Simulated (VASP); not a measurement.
Crystal: W.

```xyz
1
Lattice="0.0119 2.0082 2.0319 2.0297 0.0111 2.0327 2.0541 2.0335 -0.0134" Properties=species:S:1:pos:R:3 pbc="T T T"
W     0.0111    0.0150   -0.0317
```

This cell differs from its parent crystal: the cell strained at random.

Base run:

- Program: VASP 6.6.1
- Functional: PBE
- Potentials or basis: VASP PAW PBE potentials, release 64 (W_sv)
- Cutoff: 520 eV
- k mesh: 11 × 11 × 11
- Occupations: fermi-dirac, width 0.05 eV
- Spin: no spin polarisation

Its results: band gap on the k mesh zero (band 7 reaches 12.93 eV, above the bottom of band 8 at 9.76 eV); pressure -4.3 GPa.

Task: The run is repeated on the same cell with these changes: functional from PBE to PBEsol; further incar settings from ALGO = Fast; EDIFF = 1e-07; NBANDS = 13 to ALGO = Fast; EDIFF = 1e-06; NBANDS = 13. What comes out?

Result: Band gap on the k mesh zero (band 7 reaches 12.77 eV, above the bottom of band 8 at 9.58 eV); pressure -12.3 GPa.

Caveats: spin-orbit coupling is left out, which moves the levels of the heavy elements; the PAW data sets were made with another functional, which shifts forces and pressure a little (some runs).
